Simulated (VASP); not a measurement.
# AlN (Pm) in VASP: further runs

The runs below take AlN through single point, with PBE.

Everything below comes from runs of VASP 6.6.1. Logs are shortened: lines on timing, memory, paths and dates and some standing lists are left out, and cuts for length are marked.

**1. The cell of the first run**

Symmetry: Pm, No. 6, monoclinic system. Conventional cell: a = 3.313 Å, b = 4.187 Å, c = 5.739 Å, α = 90.00°, β = 90.00°, γ = 90.00°. Within 2.0 Å of Al (site symmetry m) lie 2 N at 1.46 to 1.94 Å. Al (site symmetry m) has 5 N at 1.91 to 2.09 Å within 2.5 Å. Al (site symmetry m) has 5 N at 1.91 to 2.09 Å and 2 Al at 2.55 Å within 2.6 Å. Within 2.5 Å of Al (site symmetry m) lie 5 N at 1.91 to 2.09 Å. N (site symmetry m) has 5 Al at 1.91 to 2.19 Å within 2.5 Å. Within 2.5 Å of N (site symmetry m) lie 5 Al at 1.91 to 2.09 Å. N (site symmetry m) has 2 Al at 1.46 to 1.91 Å within 2.0 Å. Within 2.5 Å of N (site symmetry m) lie 5 Al at 1.91 to 2.09 Å.

**2. Single point, PBE (atom 1 (Al) moved by -0.378 Å along [1 0 0] and +0.504 Å along [1 2 0])**

INCAR reads:

```
PREC = Accurate
ENCUT = 520
EDIFF = 1E-6
ISMEAR = 0
SIGMA = 0.05
LREAL = F
LASPH = T
NELM = 80
ALGO = Normal
ISIF = 2
LWAVE = F
LCHARG = T
GGA = PE
LELF = T
LVHAR = T
NBANDS = 26
```

KPOINTS reads:

```
Automatic mesh
0
Gamma
  8 6 4
```

POSCAR reads:

```
AlN
1.0
   -1.6567491617      2.8695737234      0.0000000000
    0.0000000000      0.0000000000      4.1874629526
    4.9702474850      2.8695737234      0.0000000000
Al N
4 4
Direct
    0.6887662955      0.7500000000      0.1535362143
    0.0000000000      0.7500000000      0.6666666667
    0.0000000000      0.2500000000      0.3333333333
    0.5000000000      0.2500000000      0.8333333333
    0.5000000000      0.2500000000      0.1666666667
    0.0000000000      0.2500000000      0.6666666667
    0.0000000000      0.7500000000      0.3333333333
    0.5000000000      0.7500000000      0.8333333333
```

Potentials or basis: VASP PAW PBE potentials, release 64 (Al, N).

Launch:

```console
cat potpaw_PBE.64/Al/POTCAR potpaw_PBE.64/N/POTCAR > POTCAR
mpirun -np 1 vasp_std > vasp.out
```

OUTCAR:

```text
PREC = Accurate
   ENCUT = 520
   EDIFF = 1E-6
   ISMEAR = 0
   LREAL = F
   LASPH = T
   NELM = 80
   ISIF = 2
   GGA = PE

 ion  position               nearest neighbor table
   1  0.689  0.750  0.154-   7 1.46   8 1.94   5 2.19   5 2.19   7 2.50   3 2.55   3 2.55   4 2.86
                             4 2.86   2 2.98   2 3.12   3 3.26   3 3.26
   2  0.000  0.750  0.667-   8 1.91   8 1.91   7 1.91   6 2.09   6 2.09   4 2.84   4 2.84   4 2.84
                             4 2.84   3 2.84   3 2.84   1 2.98   1 3.12
   3  0.000  0.250  0.333-   5 1.91   5 1.91   6 1.91   7 2.09   7 2.09   1 2.55   1 2.55   2 2.84
                             2 2.84   1 3.26   1 3.26   4 3.31   4 3.31   4 3.31   4 3.31
   4  0.500  0.250  0.833-   6 1.91   6 1.91   5 1.91   8 2.09   8 2.09   2 2.84   2 2.84   2 2.84
                             2 2.84   1 2.86   1 2.86   3 3.31   3 3.31   3 3.31   3 3.31
   5  0.500  0.250  0.167-   3 1.91   3 1.91   4 1.91   1 2.19   1 2.19
   6  0.000  0.250  0.667-   4 1.91   4 1.91   3 1.91   2 2.09   2 2.09
   7  0.000  0.750  0.333-   1 1.46   2 1.91   3 2.09   3 2.09   1 2.50
   8  0.500  0.750  0.833-   2 1.91   2 1.91   1 1.94   4 2.09   4 2.09

  LATTYP: Found a simple orthorhombic cell.
 ALAT       =     3.3134983233
 B/A-ratio  =     1.2637588868
 C/A-ratio  =     1.7320508076

  Lattice vectors:

 A1 = (  -1.6567491617,   2.8695737234,   0.0000000000)
 A2 = (   0.0000000000,   0.0000000000,   4.1874629526)
 A3 = (   4.9702474850,   2.8695737234,   0.0000000000)

Analysis of symmetry for initial positions (statically):
=====================================================================
 Subroutine PRICEL returns:
 Original cell was already a primitive cell.

 Routine SETGRP: Setting up the symmetry group for a
 simple orthorhombic supercell.

 Subroutine GETGRP returns: Found  2 space group operations
 (whereof  1 operations were pure point group operations)
 out of a pool of  8 trial point group operations.

The static configuration has the point symmetry C_1 .
 The point group associated with its full space group is C_1h.

Analysis of symmetry for dynamics (positions and initial velocities):
=====================================================================
 Subroutine PRICEL returns:
 Original cell was already a primitive cell.

 Routine SETGRP: Setting up the symmetry group for a
 simple orthorhombic supercell.

 Subroutine GETGRP returns: Found  2 space group operations
 (whereof  1 operations were pure point group operations)
 out of a pool of  8 trial point group operations.

The dynamic configuration has the point symmetry C_1 .
 The point group associated with its full space group is C_1h.

[... 113 lines left out ...]
   NSW    =      0    number of steps for IOM
   IBRION =     -1    ionic relax: 0-MD 1-quasi-New 2-CG
   NFREE  =      0    steps in history (QN), initial steepest desc. (CG)
   ISIF   =      2    stress and relaxation
   ISYM   =      2    0-nonsym 1-usesym 2-fastsym
   POTIM  = 0.5000    time-step for ionic-motion
   TEBEG  =    0.0;   TEEND  =   0.0 temperature during run
   PSTRESS=    0.0 pullay stress
   NELECT =      32.0000    total number of electrons
   NUPDOWN=      -1.0000    fix difference up-down
   EMIN   =  10.00;   EMAX   =-10.00  energy-range for DOS
   EFERMI =   0.00;   METHOD = LEGACY
   ISMEAR =     0;   SIGMA  =   0.05  broadening in eV -4-tet -1-fermi 0-gaus
   EFERMI_NEDOS =   21; number of points for ismear=-14 and -15
   IALGO  =     38    algorithm
   IMIX   =      4    mixing-type and parameters
     AMIX     =   0.40;   BMIX     =  1.00
     AMIX_MAG =   1.60;   BMIX_MAG =  1.00
  volume/ion in A,a.u.               =       9.95        67.17
  Fermi-wavevector in a.u.,A,eV,Ry     =   1.208082  2.282944 19.857191  1.459462
  Thomas-Fermi vector in A             =   2.343701
   LORBIT       =      0    0 simple, 1 ext, 2 COOP (PROOUT), +10 PAW based schemes
   GGA     = PE    functional components
   LHFCALC =     F    Hartree Fock is set to
   AEXX    =    0.0000 exact exchange contribution
   IVDW    =     0    specifies the selected vdW correction
   LEPSILON=     F    determine dielectric tensor
   LRPA    =     F    only Hartree local field effects (RPA)
 non-spin polarized calculation
 Gauss-broadening in eV      SIGMA  =   0.05
  energy-cutoff  :      520.00
  volume of cell :       79.63
 maximum number of plane-waves:      2174
 NGX is ok and might be reduce to    28
   NGX = 13   NGY = 15   NGZ = 21

 number of electron      31.9999993 magnetization

 Free energy of the ion-electron system (eV)
  ---------------------------------------------------
  ext. energy  EPLUGINS =         0.00000000
  ---------------------------------------------------
  free energy    TOTEN  =       -54.91688261 eV

  energy without entropy =      -54.91688261  energy(sigma->0) =      -54.91688261

 E-fermi :   8.1082     XC(G=0): -11.1435

 val. band max:        7.8715298731   @ k =   0.0000   0.0000   0.0000
 cond. band min:      10.5428989373   @ k =   0.0000   0.0000   0.0000
 fundamental gap:      2.6713690641
 Fermi energy:         8.1081791470

 k-point     1 :       0.0000    0.0000    0.0000
  band No.  band energies     occupation
      1      -8.9003      2.00000
      2      -7.0685      2.00000
      3      -5.8987      2.00000
      4      -5.3258      2.00000
      5       1.0349      2.00000
      6       1.3168      2.00000
[... 685 lines left out ...]
     25      17.4662      0.00000
     26      17.9060      0.00000

 [... further k-points ...]
[... 5 lines left out ...]
  --------------------------------------------------------------------------------------
  -------------------------------------------------------------------------------------
  Total        0.9171524     21.0213770      0.6770410      6.8477181      0.0000000      0.0000000
  in kB       18.4529988    422.9476612     13.6219857    137.7752914      0.0000000      0.0000000
  external PRESSURE =     151.6742152 kB  Pullay stress =       0.0000000 kB

 VOLUME and BASIS-vectors are now :
 -----------------------------------------------------------------------------
  energy-cutoff  :      520.00
  volume of cell :       79.63
      direct lattice vectors                 reciprocal lattice vectors
    -1.656749162  2.869573723  0.000000000    -0.150897919  0.261362862  0.000000000
     0.000000000  0.000000000  4.187462953     0.000000000  0.000000000  0.238808083
     4.970247485  2.869573723  0.000000000     0.150897919  0.087120954  0.000000000

 POSITION                                       TOTAL-FORCE (eV/Angst)
 -----------------------------------------------------------------------------------
     -0.37800      2.41705      3.14060        -2.237558    -18.509575      0.000000
      3.31350      1.91305      3.14060        -0.851117     -0.182604      0.000000
      1.65675      0.95652      1.04687        -0.085709      1.158111      0.000000
      3.31350      3.82610      1.04687         0.276069     -0.219500      0.000000
      0.00000      1.91305      1.04687        -0.984909      1.013496      0.000000
      3.31350      1.91305      1.04687         0.012670      0.056657      0.000000
      1.65675      0.95652      3.14060         4.087573     15.863145      0.000000
      3.31350      3.82610      3.14060        -0.217018      0.820271      0.000000
 -----------------------------------------------------------------------------------
    total drift:                                0.000008     -0.000537      0.000000

  FREE ENERGIE OF THE ION-ELECTRON SYSTEM (eV)
  ---------------------------------------------------
  free  energy   TOTEN  =       -54.9168826051 eV

  energy  without entropy=      -54.9168826051  energy(sigma->0) =      -54.91688261
```

Run time: 2.4 min. Hardware: 1 thread of Intel Xeon Platinum 8259CL at 2.50GHz (Skylake/Cascade Lake), shared host; peak memory 0.25 GiB.

Results:

| Property | Result |
| --- | --- |
| Free energy | -54.9169 eV |
| Pressure | 15.2 GPa |
| Largest force | 18.644 eV/Å |
| Band gap on the k mesh | 2.67 eV |

Forces on the atoms (eV/Å):
```
Al   -2.238 -18.510   0.000
Al   -0.851  -0.183   0.000
Al   -0.086   1.158   0.000
Al    0.276  -0.220   0.000
N    -0.985   1.013   0.000
N     0.013   0.057   0.000
N     4.088  15.863   0.000
N    -0.217   0.820   0.000
```

Stress tensor (GPa, compression positive):
```
 1.85 13.78  0.00
13.78 42.29  0.00
 0.00  0.00  1.36
```

Caveat: the cell differs from its parent crystal (atom 1 (Al) moved by -0.378 Å along [1 0 0] and +0.504 Å along [1 2 0]); the cell stands under pressure; forces of over 1 eV/Å act on the atoms, so gaps and moduli don't describe the material at rest.

**3. Single point, PBE (atom 1 (Al) moved by +0.378 Å along [1 0 0] and +0.378 Å along [1 2 0])**

INCAR reads:

```
SYSTEM = AlN
ALGO     = Normal         ! electronic algorithm
EDIFF    = 1E-6           ! SCF threshold, eV
ENCUT    = 520            ! plane-wave cutoff, eV
GGA      = PE             ! functional
ISIF     = 2              ! what is computed and relaxed
ISMEAR   = 0              ! smearing method
LASPH    = .TRUE.         ! aspherical terms in the spheres
LCHARG   = .FALSE.        ! write CHGCAR
LREAL    = .FALSE.        ! projectors in reciprocal space
LWAVE    = .FALSE.        ! write WAVECAR
NBANDS   = 26             ! bands
NELM     = 60             ! most SCF steps
PREC     = Accurate       ! precision mode
SIGMA    = 0.05           ! smearing width, eV
```

KPOINTS reads:

```
k-points
0
G
  8 6 4
  0 0 0
```

POSCAR, as its differences from that of step 2:

```diff
@@ -8,3 +8,3 @@
 Direct
-    0.6887662955      0.7500000000      0.1535362143
+    0.5417557485      0.7500000000      0.2566378005
     0.0000000000      0.7500000000      0.6666666667
```

Potentials or basis: VASP PAW PBE potentials, release 64 (Al, N).

Launch:

```console
cat potpaw_PBE.64/Al/POTCAR potpaw_PBE.64/N/POTCAR > POTCAR
mpirun -np 1 vasp_std > vasp.out
```

It took 78 s on 1 thread of AMD EPYC 9R45 (Zen 5), shared host; peak memory 0.23 GiB.

Results (log left out):

- Free energy: -56.2172 eV
- Pressure: 8.8 GPa
- Largest force: 10.198 eV/Å
- Band gap on the k mesh: 2.38 eV

Forces in eV/Å, atoms in the order of the input:
```
Al   -1.726 -10.051   0.000
Al    1.997   1.302   0.000
Al   -0.464   0.286   0.000
Al    0.434   0.225   0.000
N     1.618   1.219   0.000
N    -0.766  -0.430   0.000
N    -0.665   7.572   0.000
N    -0.428  -0.124   0.000
```

Stress tensor (GPa, compression positive):
```
 0.39 -9.15  0.00
-9.15 25.54  0.00
 0.00  0.00  0.57
```

Levels at points of the mesh, in eV from the valence-band top:
```csv
k point,band 14,band 15,band 16,band 17,band 18,band 19
"(0.00, 0.00, 0.00)",-1.25,-0.92,0.00,2.38,3.89,4.45
"(0.50, 0.00, 0.00)",-2.33,-2.21,-1.60,4.30,4.73,6.42
"(0.00, 0.50, 0.00)",-1.90,-1.71,-1.26,4.15,4.88,5.52
"(0.50, 0.50, 0.00)",-0.96,-0.88,-0.55,4.66,4.82,6.55
"(0.00, 0.00, 0.50)",-1.50,-0.86,-0.64,3.93,5.12,5.88
"(0.50, 0.00, 0.50)",-2.66,-1.63,-0.94,2.70,4.32,5.62
"(0.00, 0.50, 0.50)",-1.96,-1.47,-1.18,4.04,4.90,5.59
"(0.50, 0.50, 0.50)",-1.53,-1.30,-1.23,3.45,4.08,5.32
```

Caveat: the cell differs from its parent crystal (atom 1 (Al) moved by +0.378 Å along [1 0 0] and +0.378 Å along [1 2 0]); the cell stands under pressure; forces of over 1 eV/Å act on the atoms, so gaps and moduli don't describe the material at rest. A k mesh can miss the band edges.
